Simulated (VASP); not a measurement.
Write the native input for VASP 6.6.1 that does the following.

- Task: relaxation of shape and atoms at fixed volume
- Functional: PBE
- Potentials or basis: VASP PAW PBE potentials, release 64 (Nd_3, Y_sv, Cl), 4f in core
- Cutoff: 500 eV
- k mesh: 12 × 12 × 4
- Occupations: gaussian, width 0.1 eV
- Spin: no spin polarisation
- Dipole correction: no
- Mended: yes
- Further INCAR settings: ALGO = Normal; EDIFF = 1e-07; IBRION = 2; EDIFFG = -0.01; NSW = 50; ISIF = 4

The structure of Nd2Y2Cl lies in POSCAR:

```
Nd2Y2Cl
1.0
    3.6726972051      0.0000000000      0.0000000000
   -1.8363486026      3.1806490801      0.0000000000
    0.0000000000      0.0000000000     12.9250969363
Nd Y Cl
2 2 1
Direct
    0.3333333333      0.6666666667      0.8272577247
    0.6666666667      0.3333333333      0.1727422753
    0.3333333333      0.6666666667      0.3906480186
    0.6666666667      0.3333333333      0.6093519814
    0.0000000000      0.0000000000      0.0000000000
```

One way to write it, as run:

INCAR

```
PREC = Accurate ; ENCUT = 500
EDIFF = 1E-7 ; ISMEAR = 0
SIGMA = 0.1 ; LREAL = F
LASPH = T ; NELM = 200
ALGO = Normal ; ISIF = 4
LWAVE = F ; LCHARG = F
GGA = PE ; IBRION = 2
NSW = 50 ; EDIFFG = -0.01
GGA_COMPAT = F ; NELMIN = 4
LMAXMIX = 6
```

KPOINTS

```
Automatic mesh
0
Gamma
  12 12 4
```

Potentials or basis: VASP PAW PBE potentials, release 64 (Nd_3, Y_sv, Cl), 4f in core.

Run with:

```bash
$ cat potpaw_PBE.64/Nd_3/POTCAR potpaw_PBE.64/Y_sv/POTCAR potpaw_PBE.64/Cl/POTCAR > POTCAR
$ mpirun -np 1 vasp_std > vasp.out
```

It gave:

```yaml
Energy_gained_by_relaxing: 0.1 meV/atom
Ionic_steps: 3
Pressure_after_relaxing: 1.3 GPa
Largest_force_after_relaxing: 0.008 eV/Å
Band_gap_on_the_k_mesh: zero (an odd number of electrons rules out a gap without spin polarisation)
```

Caveat: spin-orbit coupling is left out, which moves the levels of the heavy elements; the 4f electrons are frozen in the core, so they carry no moment and show no levels; an odd number of electrons without spin polarisation forces a metal; a magnetic or distorted state may lie lower; the run has no spin polarisation, though such a crystal can be magnetic.

Wall time 12 min on 1 thread of Intel(R) Xeon(R) Platinum 8259CL CPU @ 2.50GHz (Skylake/Cascade Lake) (shared host), peak memory 0.48 GiB.
